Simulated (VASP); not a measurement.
A run of VASP 6.6.1 is set up as follows.

File INCAR:

```
PREC = Accurate ; ENCUT = 600
EDIFF = 1E-6 ; ISMEAR = 0
SIGMA = 0.05 ; LREAL = F
LASPH = T ; NELM = 200
ALGO = Normal ; ISIF = 2
LWAVE = F ; LCHARG = T
ISPIN = 2 ; MAGMOM = 7.15
LORBIT = 11 ; LMAXMIX = 6
LDAU = T ; LDAUTYPE = 2
LDAUL = 3 ; LDAUU = 6
LDAUJ = 0 ; LDAUPRINT = 1
GGA = PE ; LELF = T
LVHAR = T ; NBANDS = 20
GGA_COMPAT = F
```

The input KPOINTS:

```
regular mesh
0
Gamma
  8 8 8
```

File POSCAR:

```
Tb
1.0
    0.0000000000      2.5907734177      2.5907734177
    2.5907734177      0.0000000000      2.5907734177
    2.5907734177      2.5907734177      0.0000000000
Tb
1
Direct
    0.0000000000      0.0000000000      0.0000000000
```

Potentials or basis: VASP PAW PBE potentials, release 64 (Tb).

Command:

```sh
$ cat potpaw_PBE.64/Tb/POTCAR > POTCAR
$ mpirun -np 1 vasp_std > vasp.out
```

(1) Estimate the net moment.

(2) Predict the site moments.

## Answers

(1) 6.61 μB per cell.

(2) Tb +6.05 μB.

Caveat: the magnetic or orbital state may not be the lowest.
